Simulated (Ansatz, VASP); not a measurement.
# CO4: VASP beside Ansatz

```
O C
1.0
     7.19776    0.00000    0.00000
     0.00000    7.19776    0.00000
     0.00000    0.00000    7.19776
O C
12 3
Direct
  0.35185 0.56482 0.48473
  0.34260 0.50011 0.32834
  0.88597 0.72579 0.59837
  0.88989 0.65181 0.44597
  0.65929 0.07767 0.33703
  0.69265 0.21381 0.24233
  0.87273 0.09105 0.87146
  0.68312 0.30895 0.72196
  0.49340 0.65940 0.94639
  0.22369 0.48608 0.89107
  0.15201 0.13183 0.53668
  0.33061 0.03973 0.79333
  0.77794 0.19992 0.79686
  0.35873 0.57272 0.91899
  0.24104 0.08603 0.66533
```

Alike in both runs: functional PBE; dispersion D3(BJ); k mesh 1 × 1 × 1; occupations fermi-dirac, width 0.02 eV; collinear spin.

Ansatz relaxed the structure, and its values are those at the end. VASP's run is a single point on that final structure, the one shown.

```csv
,VASP,Ansatz
version,VASP 6.6.1,Ansatz 0.2.0
potentials or method,"VASP PAW PBE potentials, release 64 (O_h, C_h), cutoff 1000 eV","scalar-relativistic, plane waves, PAW"
valence electrons in the cell,84,84
```

VASP gave:

```
rms of the force components (eV/Å)                            : 0.072
net moment per atom (μB)                                      : 0.40
size of the moment on the site where the two differ most (μB) : 0.62
```

**Question.** Estimate Ansatz's values.

**Answer.** rms of the force components (eV/Å): 0.081; net moment per atom (μB): 0.40; size of the moment on the site where the two differ most (μB): 0.55.

Site moments also hang on the region over which each program counts them.
